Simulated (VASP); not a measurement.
# FeGe (P6/mmm) in VASP: settings compared

FeGe is run at these levels: PBE, PBEsol; tasks: single point.

Everything below comes from runs of VASP 6.6.1. Logs are shortened: lines on timing, memory, paths and dates and some standing lists are left out, and cuts for length are marked.

## (1) The cell of the first run

It takes space group P6/mmm (No. 191, hexagonal). Conventional cell: a = 4.964 Å, b = 4.964 Å, c = 4.088 Å, α = 90.00°, β = 90.00°, γ = 120.00°. Ge (site symmetry -6m2) has 6 Fe at 2.50 Å and 3 Ge at 2.87 Å within 3.3 Å. Ge (site symmetry 6/mmm) has 6 Fe at 2.48 Å within 3.3 Å. Fe (site symmetry mmm) has 6 Ge at 2.48 to 2.50 Å and 4 Fe at 2.48 Å within 3.3 Å.

## (2) Single point, PBE, collinear spin, ferromagnetic start

The input, INCAR:

```
  ALGO = Normal
  EDIFF = 1E-6
  ENCUT = 520
  GGA = PE
  ISIF = 2
  ISMEAR = -1
  ISPIN = 2
  LASPH = True
  LCHARG = False
  LMAXMIX = 4
  LORBIT = 11
  LREAL = False
  LWAVE = False
  MAGMOM = 0 0 0 3 3 3
  NBANDS = 46
  NELM = 150
  PREC = Accurate
  SIGMA = 0.05
```

The input, KPOINTS:

```
k-points
0
Gamma
  6 6 7
```

The input, POSCAR:

```
FeGe
1.0
    4.9640603699      0.0000000000      0.0000000000
   -2.4820301849      4.2990023862      0.0000000000
    0.0000000000      0.0000000000      4.0881379583
Ge Fe
3 3
Direct
    0.6666666667      0.3333333333      0.5000000000
    0.3333333333      0.6666666667      0.5000000000
    0.0000000000      0.0000000000      0.0000000000
    0.0000000000      0.5000000000      0.0000000000
    0.5000000000      0.5000000000      0.0000000000
    0.5000000000      0.0000000000      0.0000000000
```

Potentials or basis: VASP PAW PBE potentials, release 64 (Ge_d, Fe).

Run with:

```
$ cat potpaw_PBE.64/Ge_d/POTCAR potpaw_PBE.64/Fe/POTCAR > POTCAR
$ mpirun -np 1 vasp_std > vasp.out
```

OUTCAR:

```text
EDIFF = 1E-6
   ENCUT = 520
   GGA = PE
   ISIF = 2
   ISMEAR = -1
   ISPIN = 2
   LASPH = True
   LORBIT = 11
   LREAL = False
   NELM = 150
   PREC = Accurate

 ion  position               nearest neighbor table
   1  0.667  0.333  0.500-   6 2.50   6 2.50   4 2.50   4 2.50   5 2.50   5 2.50   2 2.87   2 2.87
                             2 2.87
   2  0.333  0.667  0.500-   6 2.50   6 2.50   4 2.50   4 2.50   5 2.50   5 2.50   1 2.87   1 2.87
                             1 2.87
   3  0.000  0.000  0.000-   4 2.48   4 2.48   5 2.48   5 2.48   6 2.48   6 2.48
   4  0.000  0.500  0.000-   3 2.48   3 2.48   6 2.48   6 2.48   5 2.48   5 2.48   2 2.50   2 2.50
                             1 2.50   1 2.50
   5  0.500  0.500  0.000-   6 2.48   6 2.48   3 2.48   3 2.48   4 2.48   4 2.48   2 2.50   2 2.50
                             1 2.50   1 2.50
   6  0.500  0.000  0.000-   5 2.48   5 2.48   4 2.48   4 2.48   3 2.48   3 2.48   2 2.50   2 2.50
                             1 2.50   1 2.50

  LATTYP: Found a hexagonal cell.
 ALAT       =     4.9640603699
 C/A-ratio  =     0.8235471879

  Lattice vectors:

 A1 = (   4.9640603699,   0.0000000000,   0.0000000000)
 A2 = (  -2.4820301849,   4.2990023862,   0.0000000000)
 A3 = (   0.0000000000,   0.0000000000,   4.0881379583)

Analysis of symmetry for initial positions (statically):
=====================================================================
 Subroutine PRICEL returns:
 Original cell was already a primitive cell.

 Routine SETGRP: Setting up the symmetry group for a
 hexagonal supercell.

 Subroutine GETGRP returns: Found 24 space group operations
 (whereof 24 operations were pure point group operations)
 out of a pool of 24 trial point group operations.

The static configuration has the point symmetry D_6h.

Analysis of symmetry for dynamics (positions and initial velocities):
=====================================================================
 Subroutine PRICEL returns:
 Original cell was already a primitive cell.

 Routine SETGRP: Setting up the symmetry group for a
 hexagonal supercell.

 Subroutine GETGRP returns: Found 24 space group operations
 (whereof 24 operations were pure point group operations)
 out of a pool of 24 trial point group operations.

The dynamic configuration has the point symmetry D_6h.

Analysis of structural, dynamic, and magnetic symmetry:
=====================================================================
 Subroutine PRICEL returns:
 Original cell was already a primitive cell.

 Routine SETGRP: Setting up the symmetry group for a
 hexagonal supercell.

 Subroutine GETGRP returns: Found 24 space group operations
 (whereof 24 operations were pure point group operations)
 out of a pool of 24 trial point group operations.

The overall configuration has the point symmetry D_6h.

 Subroutine INISYM returns: Found 24 space group operations
 (whereof 24 operations are pure point group operations),
 and found     1 'primitive' translations

----------------------------------------------------------------------------------------

                                     Primitive cell

  volume of cell :      87.2429

  direct lattice vectors                    reciprocal lattice vectors
     4.964060370  0.000000000  0.000000000     0.201447993  0.116306053  0.000000000
    -2.482030185  4.299002386  0.000000000     0.000000000  0.232612106  0.000000000
     0.000000000  0.000000000  4.088137958     0.000000000  0.000000000  0.244610140

  length of vectors
     4.964060370  4.964060370  4.088137958     0.232612106  0.232612106  0.244610140

  position of ions in fractional coordinates (direct lattice)
     0.666666667  0.333333333  0.500000000
     0.333333333  0.666666667  0.500000000
     0.000000000  0.000000000  0.000000000
     0.000000000  0.500000000  0.000000000
     0.500000000  0.500000000  0.000000000
[... 38 lines left out ...]
            Coordinates               Weight
  0.000000  0.000000  0.000000      1.000000
  0.166667  0.000000  0.000000      6.000000
  0.333333  0.000000  0.000000      6.000000
  0.500000  0.000000  0.000000      3.000000
  0.166667  0.166667  0.000000      6.000000
  0.333333  0.166667  0.000000     12.000000
[... 16 lines left out ...]
  0.166667  0.000000  0.428571     12.000000
  0.333333  0.000000  0.428571     12.000000
 [... further k-points ...]
   k-points           NKPTS =     28   k-points in BZ     NKDIM =     28   number of bands    NBANDS=     46
   number of dos      NEDOS =    301   number of ions     NIONS =      6
   total plane-waves  NPLWV =  48000
   dimension x,y,z NGX =    40 NGY =   40 NGZ =   30
   dimension x,y,z NGXF=    80 NGYF=   80 NGZF=   60
   ions per type =               3   3
   NGX,Y,Z   is equivalent  to a cutoff of  13.40, 13.40, 12.20 a.u.
   NGXF,Y,Z  is equivalent  to a cutoff of  26.79, 26.79, 24.40 a.u.
 SYSTEM =  unknown system
   PREC   = accura    normal or accurate (medium, high low for compatibility)
   ISTART =      0    job   : 0-new  1-cont  2-samecut
   ICHARG =      2    charge: 1-file 2-atom 10-const
   ISPIN  =      2    spin polarized calculation?
   LNONCOLLINEAR =      F non collinear calculations
   LSORBIT =      F    spin-orbit coupling
   LASPH  =      T    aspherical Exc in radial PAW
   ENCUT  =  520.0 eV  38.22 Ry    6.18 a.u.   9.23  9.23  7.60*2*pi/ulx,y,z
   NELM   =    150;   NELMIN=  2; NELMDL= -5     # of ELM steps
   EDIFF  = 0.1E-05   stopping-criterion for ELM
   LREAL  =      F    real-space projection
   EDIFFG = 0.1E-04   stopping-criterion for IOM
   NSW    =      0    number of steps for IOM
   IBRION =     -1    ionic relax: 0-MD 1-quasi-New 2-CG
   NFREE  =      0    steps in history (QN), initial steepest desc. (CG)
   ISIF   =      2    stress and relaxation
   ISYM   =      2    0-nonsym 1-usesym 2-fastsym
   POTIM  = 0.5000    time-step for ionic-motion
   TEBEG  =    0.0;   TEEND  =   0.0 temperature during run
   PSTRESS=    0.0 pullay stress
   NELECT =      66.0000    total number of electrons
   NUPDOWN=      -1.0000    fix difference up-down
   EMIN   =  10.00;   EMAX   =-10.00  energy-range for DOS
   EFERMI =   0.00;   METHOD = LEGACY
   ISMEAR =    -1;   SIGMA  =   0.05  broadening in eV -4-tet -1-fermi 0-gaus
   EFERMI_NEDOS =   21; number of points for ismear=-14 and -15
   IALGO  =     38    algorithm
   IMIX   =      4    mixing-type and parameters
     AMIX     =   0.40;   BMIX     =  1.00
     AMIX_MAG =   1.60;   BMIX_MAG =  1.00
  volume/ion in A,a.u.               =      14.54        98.12
  Fermi-wavevector in a.u.,A,eV,Ry     =   1.491693  2.818891 30.274967  2.225147
  Thomas-Fermi vector in A             =   2.604315
   LORBIT       =     11    0 simple, 1 ext, 2 COOP (PROOUT), +10 PAW based schemes
   GGA     = PE    functional components
   LHFCALC =     F    Hartree Fock is set to
   AEXX    =    0.0000 exact exchange contribution
   IVDW    =     0    specifies the selected vdW correction
   LEPSILON=     F    determine dielectric tensor
   LRPA    =     F    only Hartree local field effects (RPA)
 spin polarized calculation
  energy-cutoff  :      520.00
  volume of cell :       87.24
 maximum number of plane-waves:      2362
 NGX is ok and might be reduce to    40
   NGX = 19   NGY = 19   NGZ = 15

 number of electron      65.9999967 magnetization       4.2341105

 Free energy of the ion-electron system (eV)
  ---------------------------------------------------
  ext. energy  EPLUGINS =         0.00000000
  ---------------------------------------------------
  free energy    TOTEN  =       -39.05223187 eV

  energy without entropy =      -39.01469960  energy(sigma->0) =      -39.03346573

 E-fermi :   6.9456     XC(G=0): -12.0329

 val. band max:        6.9446524335   @ k =   0.3333   0.0000   0.2857
 cond. band min:       6.9555736308   @ k =   0.1667   0.1667   0.1429
 fundamental gap:      0.0109211972
 Fermi energy:         6.9456009262

 spin component 1

 k-point     1 :       0.0000    0.0000    0.0000
  band No.  band energies     occupation
      1     -18.0531      1.00000
      2     -17.9772      1.00000
      3     -17.9772      1.00000
      4     -17.8878      1.00000
      5     -17.8878      1.00000
      6     -17.8507      1.00000
[... 1141 lines left out ...]
     44      14.7445      0.00000
     45      15.6235      0.00000

 [... further k-points ...]

 spin component 2

 k-point     1 :       0.0000    0.0000    0.0000
  band No.  band energies     occupation
      1     -18.0604      1.00000
      2     -17.9913      1.00000
      3     -17.9913      1.00000
      4     -17.8945      1.00000
      5     -17.8945      1.00000
      6     -17.8692      1.00000
[... 1141 lines left out ...]
     44      14.9687      0.00000
     45      15.8394      0.00000

 [... further k-points ...]

 [bands above 45 left out]

------------------------ aborting loop because EDIFF is reached ----------------------------------------

  FORCE on cell =-STRESS in cart. coord.  units (eV):
  Direction    XX          YY          ZZ          XY          YZ          ZX
  --------------------------------------------------------------------------------------
  -------------------------------------------------------------------------------------
  Total       -0.4266260     -0.4266260     -1.1659702     -0.0000000      0.0000000     -0.0000000
  in kB       -7.8347944     -7.8347944    -21.4125190     -0.0000000      0.0000000     -0.0000000
  external PRESSURE =     -12.3607026 kB  Pullay stress =       0.0000000 kB

 VOLUME and BASIS-vectors are now :
 -----------------------------------------------------------------------------
  energy-cutoff  :      520.00
  volume of cell :       87.24
      direct lattice vectors                 reciprocal lattice vectors
     4.964060370  0.000000000  0.000000000     0.201447993  0.116306053  0.000000000
    -2.482030185  4.299002386  0.000000000     0.000000000  0.232612106  0.000000000
     0.000000000  0.000000000  4.088137958     0.000000000  0.000000000  0.244610140

 POSITION                                       TOTAL-FORCE (eV/Angst)
 -----------------------------------------------------------------------------------
      2.48203      1.43300      2.04407         0.000000      0.000000      0.000000
     -0.00000      2.86600      2.04407         0.000000     -0.000000      0.000000
      0.00000      0.00000      0.00000        -0.000000      0.000000      0.000000
     -1.24102      2.14950      0.00000        -0.000000      0.000000      0.000000
      1.24102      2.14950      0.00000        -0.000000      0.000000      0.000000
      2.48203      0.00000      0.00000        -0.000000      0.000000      0.000000
 -----------------------------------------------------------------------------------
    total drift:                               -0.000000      0.000000     -0.000000

  FREE ENERGIE OF THE ION-ELECTRON SYSTEM (eV)
  ---------------------------------------------------
  free  energy   TOTEN  =       -39.0522318690 eV

  energy  without entropy=      -39.0146995985  energy(sigma->0) =      -39.03346573

 total charge

# of ion       s       p       d       tot
------------------------------------------
    1        1.123   1.180  10.079  12.382
    2        1.123   1.180  10.079  12.382
    3        1.149   1.138  10.057  12.344
    4        0.435   0.562   6.411   7.408
    5        0.435   0.562   6.411   7.408
    6        0.435   0.562   6.411   7.408
--------------------------------------------------
tot          4.701   5.185  49.447  59.333

 magnetization (x)

# of ion       s       p       d       tot
------------------------------------------
    1       -0.007  -0.049   0.000  -0.055
    2       -0.007  -0.049   0.000  -0.055
    3       -0.002  -0.092   0.006  -0.088
    4        0.005   0.002   1.482   1.489
    5        0.005   0.002   1.482   1.489
    6        0.005   0.002   1.482   1.489
--------------------------------------------------
tot         -0.001  -0.185   4.453   4.268
```

Run time: 6.8 min. Hardware: 1 thread of Intel Xeon Platinum 8488C (Sapphire Rapids), shared host; peak memory 0.34 GiB.

What came out:

```yaml
Free_energy: -39.0522 eV
Pressure: -1.2 GPa
Net_moment: 4.23 μB per cell
Site_moments: Ge -0.06, -0.09; Fe +1.49 μB
Valence_electrons_inside_the_program's_atomic_spheres: Ge 12.38, 12.34; Fe 7.41
```

Stress tensor (GPa, compression positive):
```
-0.78  0.00  0.00
 0.00 -0.78  0.00
 0.00  0.00 -2.14
```

Levels at points of the mesh, in eV from the Fermi level:
Spin up:
| k point | band 32 | band 33 | band 34 | band 35 | band 36 | band 37 | band 38 | band 39 |
| --- | --- | --- | --- | --- | --- | --- | --- | --- |
| (0.00, 0.00, 0.00) | -1.30 | -1.26 | -1.26 | -0.22 | 0.23 | 1.25 | 1.25 | 2.77 |
| (0.50, 0.00, 0.00) | -1.33 | -1.26 | 0.46 | 0.47 | 0.95 | 1.39 | 1.78 | 2.97 |
Spin down:
| k point | band 28 | band 29 | band 30 | band 31 | band 32 | band 33 | band 34 | band 35 |
| --- | --- | --- | --- | --- | --- | --- | --- | --- |
| (0.00, 0.00, 0.00) | -1.46 | -1.46 | 0.28 | 0.28 | 0.39 | 0.55 | 0.55 | 1.02 |
| (0.50, 0.00, 0.00) | -1.63 | -0.80 | -0.39 | -0.32 | 0.21 | 0.51 | 1.42 | 1.48 |

## (3) Single point, PBE, collinear spin, ferromagnetic start

This run uses another cell than the first one, of 14.84 Å³/atom, 1.020 times its volume.

The input, INCAR:

```
PREC = Accurate
ENCUT = 520
EDIFF = 1E-6
ISMEAR = -1
SIGMA = 0.05
LREAL = F
LASPH = T
NELM = 150
ALGO = Normal
ISIF = 2
LWAVE = F
LCHARG = F
ISPIN = 2
MAGMOM = 0 0 0 3 3 3
LORBIT = 11
LMAXMIX = 4
GGA = PE
NBANDS = 46
```

The input, KPOINTS:

```
Automatic mesh
0
Gamma
  6 6 7
```

Changes to POSCAR since step 2:

```diff
@@ -2,5 +2,5 @@
 1.0
-    4.9640603699      0.0000000000      0.0000000000
-   -2.4820301849      4.2990023862      0.0000000000
-    0.0000000000      0.0000000000      4.0881379583
+    4.9976023358      0.0000000000      0.0000000000
+   -2.4988011679      4.3280505808      0.0000000000
+    0.0000000000      0.0000000000      4.1157613500
 Ge Fe
```

Potentials or basis: VASP PAW PBE potentials, release 64 (Ge_d, Fe).

Run with:

```
$ cat potpaw_PBE.64/Ge_d/POTCAR potpaw_PBE.64/Fe/POTCAR > POTCAR
$ mpirun -np 1 vasp_std > vasp.out
```

Run time: 6.3 min. Hardware: 1 thread of Intel Xeon Platinum 8488C (Sapphire Rapids), shared host; peak memory 0.34 GiB.

Results (log left out):

| Item | Value |
| --- | --- |
| Free energy | -39.0239 eV |
| Pressure | -3.9 GPa |
| Net moment | 4.31 μB per cell |
| Site moments | Ge -0.06, -0.09; Fe +1.52 μB |
| Valence electrons inside the program's atomic spheres | Ge 12.36, 12.32; Fe 7.36 |

Stress tensor (GPa, compression positive):
```
-3.67  0.00  0.00
 0.00 -3.67  0.00
 0.00  0.00 -4.50
```

Levels at points of the mesh, in eV from the Fermi level:
Spin up:
```tsv
k point	band 33	band 34	band 35	band 36	band 37	band 38
(0.00, 0.00, 0.00)	-1.29	-1.29	-0.30	0.17	1.18	1.18
(0.50, 0.00, 0.00)	-1.30	0.41	0.41	0.88	1.33	1.65
```
Spin down:
| k point | band 29 | band 30 | band 31 | band 32 | band 33 | band 34 |
| --- | --- | --- | --- | --- | --- | --- |
| (0.00, 0.00, 0.00) | -1.40 | 0.28 | 0.28 | 0.39 | 0.55 | 0.55 |
| (0.50, 0.00, 0.00) | -0.76 | -0.36 | -0.30 | 0.21 | 0.52 | 1.36 |

(Continued in part 2 of 2.)
